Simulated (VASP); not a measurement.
# Bi2Se3 (R-3m) in VASP: further runs, part 2 of 2

VASP 6.6.1.

## (3) Electric field gradients, PBE

Input file INCAR:

```
SYSTEM = Bi2Se3
PREC     = Accurate       ! precision mode
ENCUT    = 520            ! plane-wave cutoff, eV
EDIFF    = 1E-8           ! SCF threshold, eV
ISMEAR   = -1             ! smearing method
SIGMA    = 0.03           ! smearing width, eV
LREAL    = .FALSE.        ! projectors in reciprocal space
LASPH    = .TRUE.         ! aspherical terms in the spheres
NELM     = 60             ! most SCF steps
ALGO     = Normal         ! electronic algorithm
ISIF     = 2              ! what is computed and relaxed
LWAVE    = .FALSE.        ! write WAVECAR
LCHARG   = .FALSE.        ! write CHGCAR
GGA      = PE             ! functional
LEFG     = .TRUE.       
NBANDS   = 32             ! bands
```

Input file KPOINTS:

```
Automatic mesh
0
G
  6 6 6
  0 0 0
```

Input file POSCAR:

```
Bi2Se3
1.0
    2.0714992968      1.1959806766      9.5453300000
   -2.0714992968      1.1959806766      9.5453300000
    0.0000000000     -2.3919613533      9.5453300000
Bi Se
2 3
Direct
    0.4008000000      0.4008000000      0.4008000000
    0.5992000000      0.5992000000      0.5992000000
    0.0000000000      0.0000000000      0.0000000000
    0.2117000000      0.2117000000      0.2117000000
    0.7883000000      0.7883000000      0.7883000000
```

Potentials or basis: VASP PAW PBE potentials, release 64 (Bi_d, Se).

Launch:

```
$ cat potpaw_PBE.64/Bi_d/POTCAR potpaw_PBE.64/Se/POTCAR > POTCAR
$ mpirun -np 1 vasp_std > vasp.out
```

OUTCAR:

```text
SYSTEM = Bi2Se3
   PREC = Accurate
   ENCUT = 520
   EDIFF = 1E-8
   ISMEAR = -1
   LREAL = .FALSE.
   LASPH = .TRUE.
   NELM = 60
   ISIF = 2
   GGA = PE

 ion  position               nearest neighbor table
   1  0.401  0.401  0.401-   5 2.85   5 2.85   5 2.85   3 3.07   3 3.07   3 3.07
   2  0.599  0.599  0.599-   4 2.85   4 2.85   4 2.85   3 3.07   3 3.07   3 3.07
   3  0.000  0.000  0.000-   2 3.07   1 3.07   2 3.07   2 3.07   1 3.07   1 3.07
   4  0.212  0.212  0.212-   2 2.85   2 2.85   2 2.85
   5  0.788  0.788  0.788-   1 2.85   1 2.85   1 2.85

  LATTYP: Found a trigonal (rhomboedric) cell.
 ALAT       =     9.8404676680
 COS(alpha) =     0.9113725817

  Lattice vectors:

 A1 = (   2.0714992968,   1.1959806766,   9.5453300000)
 A2 = (  -2.0714992968,   1.1959806766,   9.5453300000)
 A3 = (   0.0000000000,  -2.3919613533,   9.5453300000)

Analysis of symmetry for initial positions (statically):
=====================================================================
 Subroutine PRICEL returns:
 Original cell was already a primitive cell.

 Routine SETGRP: Setting up the symmetry group for a
[... 1048 lines left out ...]
      0.00000     -0.00000     22.57375         0.000000     -0.000000      0.188517
 -----------------------------------------------------------------------------------
    total drift:                                0.000000      0.000000     -0.000000

  FREE ENERGIE OF THE ION-ELECTRON SYSTEM (eV)
  ---------------------------------------------------
  free  energy   TOTEN  =       -20.1562520562 eV

  energy  without entropy=      -20.1561846718  energy(sigma->0) =      -20.15621836

 Electric field gradients (V/A^2)
---------------------------------------------------------------------
 ion       V_xx      V_yy      V_zz      V_xy      V_xz      V_yz
---------------------------------------------------------------------
   1      -2.699    -2.699     5.399    -0.000    -0.000     0.000
   2      -2.699    -2.699     5.399    -0.000     0.000     0.000
   3     -36.817   -36.817    73.634    -0.000     0.000     0.000
   4       7.637     7.637   -15.273    -0.000    -0.000     0.000
   5       7.637     7.637   -15.273     0.000     0.000     0.000
---------------------------------------------------------------------

 Electric field gradients after diagonalization (V/A^2)
 (convention: |V_zz| > |V_xx| > |V_yy|)
----------------------------------------------------------------------
 ion       V_xx      V_yy      V_zz     asymmetry (V_yy - V_xx)/ V_zz
----------------------------------------------------------------------
   1      -2.699    -2.699     5.399       0.000
   2      -2.699    -2.699     5.399       0.000
   3     -36.817   -36.817    73.634       0.000
   4       7.637     7.637   -15.273       0.000
   5       7.637     7.637   -15.273       0.000
----------------------------------------------------------------------

           NMR quadrupolar parameters

 Cq : quadrupolar parameter    Cq=e*Q*V_zz/h
 eta: asymmetry parameters     (V_yy - V_xx)/ V_zz
 Q  : nuclear electric quadrupole moment in mb (millibarn)
----------------------------------------------------------------------
 ion       Cq(MHz)       eta       Q (mb)
----------------------------------------------------------------------
   1       0.013       0.000       1.000
   2       0.013       0.000       1.000
   3       0.178       0.000       1.000
   4      -0.037       0.000       1.000
   5      -0.037       0.000       1.000
----------------------------------------------------------------------
```

OSZICAR:

```text
N       E                     dE             d eps       ncg     rms          rms(c)
DAV:   1     0.466378447785E+03    0.46638E+03   -0.22845E+04  2048   0.155E+03
DAV:   2     0.337815842964E+02   -0.43260E+03   -0.41533E+03  2096   0.411E+02
DAV:   3    -0.187253332147E+02   -0.52507E+02   -0.49910E+02  2672   0.150E+02
DAV:   4    -0.208672796140E+02   -0.21419E+01   -0.21307E+01  2264   0.319E+01
DAV:   5    -0.209448678821E+02   -0.77588E-01   -0.77578E-01  2984   0.628E+00    0.520E+00
DAV:   6    -0.201423545821E+02    0.80251E+00   -0.10770E+00  2864   0.736E+00    0.322E+00
DAV:   7    -0.201478250813E+02   -0.54705E-02   -0.35613E-01  2280   0.252E+00    0.171E+00
DAV:   8    -0.201551505470E+02   -0.73255E-02   -0.45936E-02  2408   0.114E+00    0.571E-01
DAV:   9    -0.201559831650E+02   -0.83262E-03   -0.19550E-03  2672   0.430E-01    0.128E-01
DAV:  10    -0.201561658861E+02   -0.18272E-03   -0.10679E-03  2424   0.166E-01    0.545E-02
DAV:  11    -0.201562191931E+02   -0.53307E-04   -0.12753E-04  2368   0.745E-02    0.301E-02
DAV:  12    -0.201562506325E+02   -0.31439E-04   -0.51449E-05  2224   0.345E-02    0.597E-03
DAV:  13    -0.201562519922E+02   -0.13597E-05   -0.31887E-06  2928   0.145E-02    0.398E-03
DAV:  14    -0.201562520097E+02   -0.17479E-07   -0.74685E-07  2280   0.518E-03    0.156E-03
DAV:  15    -0.201562520497E+02   -0.39978E-07   -0.68774E-08  2240   0.139E-03    0.334E-04
DAV:  16    -0.201562520562E+02   -0.65156E-08   -0.23884E-08  1976   0.751E-04
   1 F= -.20156252E+02 E0= -.20156218E+02  d E =-.673844E-04
```

stdout:

```text
POSCAR found type information on POSCAR BiSe
 POSCAR found :  2 types and       5 ions
 scaLAPACK will be used
 LDA part: xc-table for (Slater+PW92), standard interpolation
 POSCAR, INCAR and KPOINTS ok, starting setup
 FFT: planning ... GRIDC
 FFT: planning ... GRID_SOFT
 FFT: planning ... GRID
 WAVECAR not read
 entering main loop
ion   1

ion   2

ion   3

ion   4

ion   5
```

It took 12 min on 1 thread of Intel Xeon Platinum 8488C (Sapphire Rapids), shared host; peak memory 0.94 GiB.

Results:

| Property | Result |
| --- | --- |
| Free energy | -20.1563 eV |
| Pressure | 2.5 GPa |
| Largest force | 0.191 eV/Å |
| Band gap on the k mesh | 0.22 eV |
| Largest electric field gradient by atom | Bi +5.4; Se +73.6, -15.3 (each value once) V/Å² |

Forces on the atoms (eV/Å):
```
Bi   0.000  0.000 -0.191
Bi   0.000  0.000  0.191
Se   0.000  0.000  0.000
Se   0.000  0.000 -0.189
Se   0.000  0.000  0.189
```

Electric field gradients, principal values (V/Å²):
| atom | least | middle | greatest (by size) |
| --- | --- | --- | --- |
| 1 Bi | -2.699 | -2.699 | 5.399 |
| 2 Bi | -2.699 | -2.699 | 5.399 |
| 3 Se | -36.817 | -36.817 | 73.634 |
| 4 Se | 7.637 | 7.637 | -15.273 |
| 5 Se | 7.637 | 7.637 | -15.273 |

Caveat: without QUAD_EFG the Cq values of the log hold for a quadrupole moment of 1 mb, not for the nuclei; spin-orbit coupling is left out, which moves the levels of the heavy elements.

## (4) Single point, PBE

POSCAR is that of step 3.

Input file INCAR.step1:

```
PREC = Accurate ; ENCUT = 520
EDIFF = 1E-6 ; ISMEAR = -1
SIGMA = 0.03 ; LREAL = False
LASPH = True ; NELM = 100
ALGO = Normal ; ISIF = 2
LWAVE = False ; LCHARG = True
GGA = PE ; NBANDS = 32
```

Input file KPOINTS.step1:

```
Automatic mesh
0
Gamma
  6 6 6
```

Input file INCAR.step2:

```
PREC = Accurate ; ENCUT = 520
EDIFF = 1E-6 ; ISMEAR = -5
SIGMA = 0.03 ; LREAL = False
LASPH = True ; NELM = 100
ALGO = Normal ; ISIF = 2
LWAVE = False ; LCHARG = False
GGA = PE ; LORBIT = 10
NBANDS = 32 ; NEDOS = 2001
ICHARG = 11
```

Input file KPOINTS.step2:

```
Automatic mesh
0
Gamma
  9 9 9
```

Potentials or basis: VASP PAW PBE potentials, release 64 (Bi_d, Se).

Launch:

```
$ cat potpaw_PBE.64/Bi_d/POTCAR potpaw_PBE.64/Se/POTCAR > POTCAR
$ cp INCAR.step1 INCAR
$ cp KPOINTS.step1 KPOINTS
$ mpirun -np 1 vasp_std > vasp.out
$ cp INCAR.step2 INCAR
$ cp KPOINTS.step2 KPOINTS
$ mpirun -np 1 vasp_std > vasp.out
```

OUTCAR:

```text
PREC = Accurate
   ENCUT = 520
   EDIFF = 1E-6
   ISMEAR = -5
   LREAL = False
   LASPH = True
   NELM = 100
   ISIF = 2
   GGA = PE
   LORBIT = 10
   ICHARG = 11

 ion  position               nearest neighbor table
   1  0.401  0.401  0.401-   5 2.85   5 2.85   5 2.85   3 3.07   3 3.07   3 3.07
   2  0.599  0.599  0.599-   4 2.85   4 2.85   4 2.85   3 3.07   3 3.07   3 3.07
   3  0.000  0.000  0.000-   2 3.07   1 3.07   2 3.07   2 3.07   1 3.07   1 3.07
   4  0.212  0.212  0.212-   2 2.85   2 2.85   2 2.85
   5  0.788  0.788  0.788-   1 2.85   1 2.85   1 2.85

  LATTYP: Found a trigonal (rhomboedric) cell.
 ALAT       =     9.8404676680
[... 1048 lines left out ...]

 VOLUME and BASIS-vectors are now :
 -----------------------------------------------------------------------------
  energy-cutoff  :      520.00
  volume of cell :      141.89
      direct lattice vectors                 reciprocal lattice vectors
     2.071499297  1.195980677  9.545330000     0.241371069  0.139355652  0.034921091
    -2.071499297  1.195980677  9.545330000    -0.241371069  0.139355652  0.034921091
     0.000000000 -2.391961353  9.545330000     0.000000000 -0.278711303  0.034921091

 POSITION                                       TOTAL-FORCE (eV/Angst)
 -----------------------------------------------------------------------------------
      0.00000     -0.00000     11.47730         0.000000      0.000000     -0.172806
      0.00000     -0.00000     17.15869         0.000000     -0.000000      0.172806
      0.00000      0.00000      0.00000         0.000000      0.000000     -0.000000
      0.00000     -0.00000      6.06224         0.000000      0.000000     -0.167420
      0.00000     -0.00000     22.57375         0.000000     -0.000000      0.167420
 -----------------------------------------------------------------------------------
    total drift:                                0.000000      0.000000     -0.000000

  FREE ENERGIE OF THE ION-ELECTRON SYSTEM (eV)
  ---------------------------------------------------
  free  energy   TOTEN  =       -20.1551266674 eV

  energy  without entropy=      -20.1551266674  energy(sigma->0) =      -20.15512667

 total charge

# of ion       s       p       d       tot
------------------------------------------
    1        1.622   1.063   9.963  12.647
    2        1.622   1.063   9.963  12.647
    3        1.471   2.324   0.021   3.816
    4        1.490   2.272   0.023   3.785
    5        1.490   2.272   0.023   3.785
--------------------------------------------------
tot          7.695   8.993  19.992  36.680
```

Wall time 30 min (1 thread of Intel Xeon Platinum 8488C (Sapphire Rapids), shared host); peak memory 1.1 GiB.

Results:

| Quantity | Value |
| --- | --- |
| Valence electrons inside the program's atomic spheres | Bi 12.65; Se 3.82, 3.79 (each value once) |

Caveat: spin-orbit coupling is left out, which moves the levels of the heavy elements.
